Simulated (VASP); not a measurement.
Set up this calculation in VASP 6.6.1, as the native input.

```yaml
Task: single point
Functional: PBE
Potentials_or_basis: VASP PAW PBE potentials, release 64 (Hf_pv, Sn_d, S)
Cutoff: 520 eV
k_mesh: 6 × 6 × 2
Occupations: gaussian, width 0.1 eV
Spin: no spin polarisation
Dipole_correction: no
Further_INCAR_settings: ALGO = Normal; EDIFF = 1e-07; NBANDS = 35
```

The structure of Hf2SnS3 lies in POSCAR:

```
Hf2SnS3
1.0
    4.2852247200      0.0000000000      0.0000000000
   -2.1426123600      3.7111134700      0.0000000000
    0.0000000000      0.0000000000      8.4591373400
Hf Sn S
2 1 3
Direct
    0.3333333300      0.6666666700      0.7520078400
    0.3333333300      0.6666666700      0.2479921600
    0.6666666700      0.3333333300      0.5000000000
    0.6666666700      0.3333333300      0.0000000000
    0.0000000000      0.0000000000      0.5000000000
    0.0000000000      0.0000000000      0.0000000000
```

One way to write it, as run:

INCAR

```
SYSTEM = Hf2SnS3
ALGO = Normal ; EDIFF = 1E-7
ENCUT = 520 ; GGA = PE
ISIF = 2 ; ISMEAR = 0
LASPH = .True. ; LCHARG = .False.
LREAL = .False. ; LWAVE = .False.
NBANDS = 35 ; NELM = 80
PREC = Accurate ; SIGMA = 0.1
```

KPOINTS

```
k-points
0
Gamma
  6 6 2
  0 0 0
```

Potentials or basis: VASP PAW PBE potentials, release 64 (Hf_pv, Sn_d, S).

Run with:

```sh
$ cat potpaw_PBE.64/Hf_pv/POTCAR potpaw_PBE.64/Sn_d/POTCAR potpaw_PBE.64/S/POTCAR > POTCAR
$ mpirun -np 1 vasp_std > vasp.out
```

Results of the run:

| Quantity | Value |
| --- | --- |
| Pressure | -3.8 GPa |
| Largest force | 0.873 eV/Å |
| Band gap on the k mesh | zero (band 26 reaches 7.17 eV, above the bottom of band 27 at 5.68 eV) |

Caveat: the k points lie up to 0.37 Å⁻¹ apart; spin-orbit coupling is left out, which moves the levels of the heavy elements.

Wall time 72 s on 1 thread of Intel(R) Xeon(R) Platinum 8259CL CPU @ 2.50GHz (Skylake/Cascade Lake) (shared host), peak memory 0.26 GiB.
